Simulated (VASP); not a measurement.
# TiCo (Pm-3m) in VASP: notebook

The runs below take TiCo through single point, with PBE, r2SCAN.

Program: VASP 6.6.1. These are calculated values, not measurements. Logs are shortened: lines on timing, memory, paths and dates and some standing lists are left out, and cuts for length are marked.

**1. The cell of the first run**

The structure is cubic, space group Pm-3m (No. 221). The conventional cell has a = 2.986 Å, b = 2.986 Å, c = 2.986 Å, α = 90.00°, β = 90.00°, γ = 90.00°. Within 3.4 Å of Ti (site symmetry m-3m) lie 8 Co at 2.59 Å and 6 Ti at 2.99 Å. Within 3.4 Å of Co (site symmetry m-3m) lie 8 Ti at 2.59 Å and 6 Co at 2.99 Å.

**2. Single point, PBE, non-collinear spin, zero start, spin-orbit coupling**

INCAR reads:

```
SYSTEM = TiCo
PREC = Accurate
ENCUT = 600
EDIFF = 1E-6
ISMEAR = 0
SIGMA = 0.1
LREAL = .False.
LASPH = .True.
NELM = 200
ALGO = Normal
ISIF = 2
LWAVE = .False.
LCHARG = .False.
MAGMOM = 0 0 0 0 0 0
LORBIT = 11
LSORBIT = .True.
GGA_COMPAT = .False.
LORBMOM = .True.
LMAXMIX = 4
GGA = PE
ISYM = -1
NBANDS = 33
```

KPOINTS reads:

```
Automatic mesh
0
Gamma
  2 2 2
  0 0 0.5
```

POSCAR reads:

```
TiCo
1.0
    2.9861109900      0.0000000000      0.0000000000
    0.0000000000      2.9861109900      0.0000000000
    0.0000000000      0.0000000000      2.9861109900
Ti Co
1 1
Direct
    0.0000000000      0.0000000000      0.0000000000
    0.5000000000      0.5000000000      0.5000000000
```

Potentials or basis: VASP PAW PBE potentials, release 64 (Ti_sv, Co).

Launch:

```bash
$ cat potpaw_PBE.64/Ti_sv/POTCAR potpaw_PBE.64/Co/POTCAR > POTCAR
$ mpirun -np 1 vasp_ncl > vasp.out
```

OUTCAR:

```text
SYSTEM = TiCo
   PREC = Accurate
   ENCUT = 600
   EDIFF = 1E-6
   ISMEAR = 0
   LREAL = .False.
   LASPH = .True.
   NELM = 200
   ISIF = 2
   LORBIT = 11
   LSORBIT = .True.
   GGA = PE
   ISYM = -1

 ion  position               nearest neighbor table
   1  0.000  0.000  0.000-   2 2.59   2 2.59   2 2.59   2 2.59   2 2.59   2 2.59   2 2.59   2 2.59

   2  0.500  0.500  0.500-   1 2.59   1 2.59   1 2.59   1 2.59   1 2.59   1 2.59   1 2.59   1 2.59

IMPORTANT INFORMATION: All symmetrisations will be switched off!
NOSYMM: (Re-)initialisation of all symmetry stuff for point group C_1.

----------------------------------------------------------------------------------------

                                     Primitive cell

  volume of cell :      26.6267

  direct lattice vectors                    reciprocal lattice vectors
     2.986110990  0.000000000  0.000000000     0.334883735  0.000000000  0.000000000
     0.000000000  2.986110990  0.000000000     0.000000000  0.334883735  0.000000000
     0.000000000  0.000000000  2.986110990     0.000000000  0.000000000  0.334883735

  length of vectors
     2.986110990  2.986110990  2.986110990     0.334883735  0.334883735  0.334883735

  position of ions in fractional coordinates (direct lattice)
     0.000000000  0.000000000  0.000000000
     0.500000000  0.500000000  0.500000000

  ion indices of the primitive-cell ions
   primitive index   ion index
                 1           1
                 2           2

----------------------------------------------------------------------------------------

 KPOINTS: Automatic mesh

Automatic generation of k-mesh.
 Grid dimensions read from file:
 generate k-points for:    2    2    2

 Generating k-lattice:

  Cartesian coordinates                     Fractional coordinates (reciprocal lattice)
     0.167441867  0.000000000  0.000000000     0.500000000  0.000000000  0.000000000
     0.000000000  0.167441867  0.000000000     0.000000000  0.500000000  0.000000000
     0.000000000  0.000000000  0.167441867     0.000000000  0.000000000  0.500000000

  Length of vectors
     0.167441867  0.167441867  0.167441867

  Shift w.r.t. Gamma in fractional coordinates (k-lattice)
     0.000000000  0.000000000  0.500000000

 Subroutine IBZKPT returns following result:
 ===========================================

 Found      8 irreducible k-points:

[... 398 lines left out ...]
      0.00000      0.00000      0.00000        -0.000001     -0.000000     -0.000003
      1.49306      1.49306      1.49306         0.000001      0.000000      0.000003
 -----------------------------------------------------------------------------------
    total drift:                               -0.000002      0.000001     -0.000009

  FREE ENERGIE OF THE ION-ELECTRON SYSTEM (eV)
  ---------------------------------------------------
  free  energy   TOTEN  =       -15.2789168862 eV

  energy  without entropy=      -15.2416262630  energy(sigma->0) =      -15.26027157

 orbital moment (x)

 # of ion     p       d       tot
 ----------------------------------------
  1         0.000  -0.000  -0.000
  2         0.000   0.000   0.000
 ----------------------------------------
            0.000   0.000   0.000

 orbital moment (y)

 # of ion     p       d       tot
 ----------------------------------------
  1        -0.000   0.000   0.000
  2         0.000   0.000   0.000
 ----------------------------------------
            0.000   0.000   0.000

 orbital moment (z)

 # of ion     p       d       tot
 ----------------------------------------
  1        -0.000  -0.000  -0.000
  2         0.000  -0.000  -0.000
 ----------------------------------------
           -0.000  -0.000  -0.000

 Spin-Orbit-Coupling matrix elements

 Ion:    1  E_soc:     -0.0118263
 l=   1
     0.0000000    -0.0018220    -0.0017791
    -0.0018220     0.0000000    -0.0018220
    -0.0017791    -0.0018220     0.0000000
 l=   2
     0.0000000    -0.0000279     0.0000000    -0.0000279    -0.0001369
    -0.0000279     0.0000000    -0.0001110    -0.0000342    -0.0000206
     0.0000000    -0.0001110     0.0000000    -0.0001110     0.0000000
    -0.0000279    -0.0000342    -0.0001110     0.0000000    -0.0000206
    -0.0001369    -0.0000206     0.0000000    -0.0000206     0.0000000
 l=   3
     0.0000000     0.0000000     0.0000000     0.0000000     0.0000000     0.0000000     0.0000000
     0.0000000     0.0000000     0.0000000     0.0000000     0.0000000     0.0000000     0.0000000
     0.0000000     0.0000000     0.0000000     0.0000000     0.0000000     0.0000000     0.0000000
     0.0000000     0.0000000     0.0000000     0.0000000     0.0000000     0.0000000     0.0000000
     0.0000000     0.0000000     0.0000000     0.0000000     0.0000000     0.0000000     0.0000000
     0.0000000     0.0000000     0.0000000     0.0000000     0.0000000     0.0000000     0.0000000
     0.0000000     0.0000000     0.0000000     0.0000000     0.0000000     0.0000000     0.0000000

 Ion:    2  E_soc:     -0.0197981
 l=   1
     0.0000000    -0.0002769    -0.0003439
    -0.0002769     0.0000000    -0.0002769
    -0.0003439    -0.0002769     0.0000000
 l=   2
     0.0000000    -0.0003379     0.0000000    -0.0003379    -0.0029695
    -0.0003379     0.0000000    -0.0017652    -0.0003795    -0.0007230
     0.0000000    -0.0017652     0.0000000    -0.0017652     0.0000000
    -0.0003379    -0.0003795    -0.0017652     0.0000000    -0.0007230
    -0.0029695    -0.0007230     0.0000000    -0.0007230     0.0000000
 l=   3
     0.0000000     0.0000000     0.0000000     0.0000000     0.0000000     0.0000000     0.0000000
     0.0000000     0.0000000     0.0000000     0.0000000     0.0000000     0.0000000     0.0000000
     0.0000000     0.0000000     0.0000000     0.0000000     0.0000000     0.0000000     0.0000000
     0.0000000     0.0000000     0.0000000     0.0000000     0.0000000     0.0000000     0.0000000
     0.0000000     0.0000000     0.0000000     0.0000000     0.0000000     0.0000000     0.0000000
     0.0000000     0.0000000     0.0000000     0.0000000     0.0000000     0.0000000     0.0000000
     0.0000000     0.0000000     0.0000000     0.0000000     0.0000000     0.0000000     0.0000000

 total charge

# of ion       s       p       d       tot
------------------------------------------
    1        2.254   6.189   1.830  10.273
    2        0.480   0.516   7.293   8.288
--------------------------------------------------
tot          2.734   6.704   9.123  18.561

 magnetization (x)

# of ion       s       p       d       tot
------------------------------------------
    1       -0.000  -0.000   0.000   0.000
    2        0.000   0.000   0.001   0.002
--------------------------------------------------
tot          0.000   0.000   0.002   0.002

 magnetization (y)

# of ion       s       p       d       tot
------------------------------------------
    1       -0.000  -0.000   0.000   0.000
    2        0.000   0.000   0.002   0.002
--------------------------------------------------
tot         -0.000  -0.000   0.002   0.002

 magnetization (z)

# of ion       s       p       d       tot
------------------------------------------
    1       -0.000  -0.000   0.000   0.000
    2       -0.000  -0.000   0.001   0.001
--------------------------------------------------
tot         -0.000  -0.000   0.001   0.001
```

stdout:

```text
POSCAR found type information on POSCAR TiCo
 POSCAR found :  2 types and       2 ions
 scaLAPACK will be used
 LDA part: xc-table for (Slater+PW92), standard interpolation
 POSCAR, INCAR and KPOINTS ok, starting setup
 FFT: planning ... GRIDC
 FFT: planning ... GRID_SOFT
 FFT: planning ... GRID
 WAVECAR not read
 entering main loop
```

Wall time 42 s (1 thread of Intel Xeon Platinum 8375C at 2.90GHz (Ice Lake), shared host); peak memory 0.2 GiB.

What came out:

- Free energy: -15.2789 eV
- Pressure: 0.2 GPa
- Net moment: 0.00 μB per cell
- Valence electrons inside the program's atomic spheres: Ti 10.27; Co 8.29

Moments on the atoms (μB; x, y, z):
```
Ti  0.00 0.00 0.00
Co  0.00 0.00 0.00
```

Caveat: the k points lie up to 1.05 Å⁻¹ apart.

**3. Single point, r2SCAN, collinear spin, ferromagnetic start**

POSCAR is that of step 2.

INCAR.step1 reads:

```
SYSTEM = TiCo
  PREC = Accurate
  ENCUT = 660
  ISMEAR = 1
  SIGMA = 0.06802846561497
  LREAL = .False.
  LASPH = .True.
  NELM = 200
  ISPIN = 2
  MAGMOM = 2.1 3.3
  NUPDOWN = 6.0
  LMAXMIX = 4
  NBANDS = 22
  GGA = PE
  ALGO = Normal
  EDIFF = 1E-5
  LWAVE = .True.
  LCHARG = .False.
  GGA_COMPAT = .False.
```

INCAR.step2 reads:

```
SYSTEM = TiCo
  PREC = Accurate
  ENCUT = 660
  EDIFF = 1E-6
  ISMEAR = 1
  SIGMA = 0.06802846561497
  LREAL = .False.
  LASPH = .True.
  NELM = 200
  ALGO = Normal
  ISIF = 2
  LWAVE = .False.
  LCHARG = .False.
  ISPIN = 2
  MAGMOM = 2.1 3.3
  LORBIT = 11
  NUPDOWN = 6.0
  LMAXMIX = 4
  METAGGA = R2SCAN
  LMIXTAU = .True.
  NBANDS = 22
  ISTART = 1
  GGA_COMPAT = .False.
```

KPOINTS reads:

```
regular mesh
0
Gamma
  3 3 3
  0 0 0
```

Potentials or basis: VASP PAW PBE potentials, release 64 (Ti_sv, Co).

Launch:

```bash
$ cat potpaw_PBE.64/Ti_sv/POTCAR potpaw_PBE.64/Co/POTCAR > POTCAR
$ cp INCAR.step1 INCAR
$ mpirun -np 1 vasp_std > vasp.out
$ cp INCAR.step2 INCAR
$ mpirun -np 1 vasp_std > vasp.out
```

Wall time 93 s (1 thread of Intel Xeon Platinum 8375C at 2.90GHz (Ice Lake), shared host); peak memory 0.18 GiB.

Results (log left out):

| Property | Result |
| --- | --- |
| Free energy | -21.3994 eV |
| Pressure | 50.4 GPa |
| Net moment | 6.00 μB per cell |
| Site moments | Ti +2.15; Co +2.75 μB |
| Valence electrons inside the program's atomic spheres | Ti 10.61; Co 8.17 |

Caveat: the k points lie up to 0.70 Å⁻¹ apart; the PAW data sets were made with another functional, which shifts forces and pressure a little; the total moment is fixed, so each spin has its own Fermi level.

**4. Single point, r2SCAN**

POSCAR is that of step 3.

INCAR.step1 reads:

```
PREC = Accurate ; ENCUT = 660
ISMEAR = 0 ; SIGMA = 0.1
LREAL = F ; LASPH = T
NELM = 120 ; NBANDS = 18
GGA = PE ; ALGO = Normal
EDIFF = 1E-5 ; LWAVE = T
LCHARG = F ; GGA_COMPAT = F
```

INCAR.step2 reads:

```
PREC = Accurate ; ENCUT = 660
EDIFF = 1E-6 ; ISMEAR = 0
SIGMA = 0.1 ; LREAL = F
LASPH = T ; NELM = 120
ALGO = Normal ; ISIF = 2
LWAVE = F ; LCHARG = T
METAGGA = R2SCAN ; LMIXTAU = T
LELF = T ; LVHAR = T
NBANDS = 18 ; ISTART = 1
GGA_COMPAT = F
```

KPOINTS reads:

```
Automatic mesh
0
Gamma
  6 6 6
```

Potentials or basis: VASP PAW PBE potentials, release 64 (Ti_sv, Co).

Launch:

```bash
$ cat potpaw_PBE.64/Ti_sv/POTCAR potpaw_PBE.64/Co/POTCAR > POTCAR
$ cp INCAR.step1 INCAR
$ mpirun -np 1 vasp_std > vasp.out
$ cp INCAR.step2 INCAR
$ mpirun -np 1 vasp_std > vasp.out
```

OUTCAR:

```text
PREC = Accurate
   ENCUT = 660
   EDIFF = 1E-6
   ISMEAR = 0
   LREAL = F
   LASPH = T
   NELM = 120
   ISIF = 2
   METAGGA = R2SCAN
   ISTART = 1

 ion  position               nearest neighbor table
   1  0.000  0.000  0.000-   2 2.59   2 2.59   2 2.59   2 2.59   2 2.59   2 2.59   2 2.59   2 2.59

   2  0.500  0.500  0.500-   1 2.59   1 2.59   1 2.59   1 2.59   1 2.59   1 2.59   1 2.59   1 2.59

  LATTYP: Found a simple cubic cell.
 ALAT       =     2.9861109900
[... 602 lines left out ...]
     18      18.4908      0.00000

------------------------ aborting loop because EDIFF is reached ----------------------------------------

  FORCE on cell =-STRESS in cart. coord.  units (eV):
  Direction    XX          YY          ZZ          XY          YZ          ZX
  --------------------------------------------------------------------------------------
  -------------------------------------------------------------------------------------
  Total       -1.0178902     -1.0178902     -1.0178902      0.0000000      0.0000000     -0.0000000
  in kB      -61.2482489    -61.2482489    -61.2482489      0.0000000      0.0000000     -0.0000000
  external PRESSURE =     -61.2482489 kB  Pullay stress =       0.0000000 kB

 VOLUME and BASIS-vectors are now :
 -----------------------------------------------------------------------------
  energy-cutoff  :      660.00
  volume of cell :       26.63
      direct lattice vectors                 reciprocal lattice vectors
     2.986110990  0.000000000  0.000000000     0.334883735  0.000000000  0.000000000
     0.000000000  2.986110990  0.000000000     0.000000000  0.334883735  0.000000000
     0.000000000  0.000000000  2.986110990     0.000000000  0.000000000  0.334883735

 POSITION                                       TOTAL-FORCE (eV/Angst)
 -----------------------------------------------------------------------------------
      0.00000      0.00000      0.00000         0.000000      0.000000      0.000000
      1.49306      1.49306      1.49306         0.000000      0.000000      0.000000
 -----------------------------------------------------------------------------------
    total drift:                                0.000000      0.000000      0.000000

  FREE ENERGIE OF THE ION-ELECTRON SYSTEM (eV)
  ---------------------------------------------------
  free  energy   TOTEN  =       -26.7360485704 eV

  energy  without entropy=      -26.7238681243  energy(sigma->0) =      -26.72995835
```

OUTCAR.step1:

```text
PREC = Accurate
   ENCUT = 660
   ISMEAR = 0
   LREAL = F
   LASPH = T
[... 635 lines left out ...]
 -----------------------------------------------------------------------------------
      0.00000      0.00000      0.00000         0.000000      0.000000      0.000000
      1.49306      1.49306      1.49306         0.000000      0.000000      0.000000
 -----------------------------------------------------------------------------------
    total drift:                                0.000000      0.000000      0.000000

  FREE ENERGIE OF THE ION-ELECTRON SYSTEM (eV)
  ---------------------------------------------------
  free  energy   TOTEN  =       -15.6644110056 eV

  energy  without entropy=      -15.6524184593  energy(sigma->0) =      -15.65841473
```

OSZICAR.step1:

```text
N       E                     dE             d eps       ncg     rms          rms(c)
DAV:   1     0.176541548013E+03    0.17654E+03   -0.11923E+04   728   0.177E+03
DAV:   2    -0.780262710920E+01   -0.18434E+03   -0.17853E+03   720   0.374E+02
DAV:   3    -0.177841036143E+02   -0.99815E+01   -0.98349E+01   936   0.939E+01
DAV:   4    -0.180412746210E+02   -0.25717E+00   -0.25640E+00   888   0.128E+01
DAV:   5    -0.180491230488E+02   -0.78484E-02   -0.78452E-02   888   0.211E+00    0.128E+01
DAV:   6    -0.158886098623E+02    0.21605E+01   -0.84885E+00   776   0.412E+01    0.480E+00
DAV:   7    -0.189964340880E+02   -0.31078E+01   -0.20871E+01   930   0.362E+01    0.254E+01
DAV:   8    -0.156682727405E+02    0.33282E+01   -0.14396E+01   926   0.320E+01    0.197E+00
DAV:   9    -0.156946839390E+02   -0.26411E-01   -0.21385E-01   784   0.390E+00    0.218E+00
DAV:  10    -0.156659898243E+02    0.28694E-01   -0.82381E-02   960   0.317E+00    0.516E-01
DAV:  11    -0.156649775944E+02    0.10122E-02   -0.31010E-03   822   0.568E-01    0.310E-01
DAV:  12    -0.156644180360E+02    0.55956E-03   -0.14100E-03   998   0.270E-01    0.650E-02
DAV:  13    -0.156644110056E+02    0.70304E-05   -0.62361E-05   746   0.693E-02
   1 F= -.15664411E+02 E0= -.15658415E+02  d E =-.119925E-01
```

It took 88 s on 1 thread of Intel Xeon Platinum 8375C at 2.90GHz (Ice Lake), shared host; peak memory 0.17 GiB.

Results:

- Free energy: -26.7360 eV
- Pressure: -6.1 GPa

Caveat: the PAW data sets were made with another functional, which shifts forces and pressure a little.

**5. Summary**

```csv
level,spin,fixed moment (μB),k mesh,cutoff (eV),smearing,pressure (GPa),moment (μB)
PBE,"non-collinear, zero start, SOC",-,"2 × 2 × 2, shifted",600,gaussian 0.1 eV,0.2,0.00
r2SCAN,"collinear, ferromagnetic start",6.0,3 × 3 × 3,660,methfessel-paxton 0.0680285 eV,50.4,6.00
r2SCAN,off,-,6 × 6 × 6,660,gaussian 0.1 eV,-6.1,-
```

Alike in all rows: task single point; potentials or basis VASP PAW PBE potentials, release 64 (Ti_sv, Co); cell as given.

Caveats: some runs use coarse meshes; the PAW data sets were made with another functional, which shifts forces and pressure a little (some runs); the total moment is fixed, so each spin has its own Fermi level (some runs).

Total energies depend on the potentials used, so only differences within one code and one set of settings carry meaning.
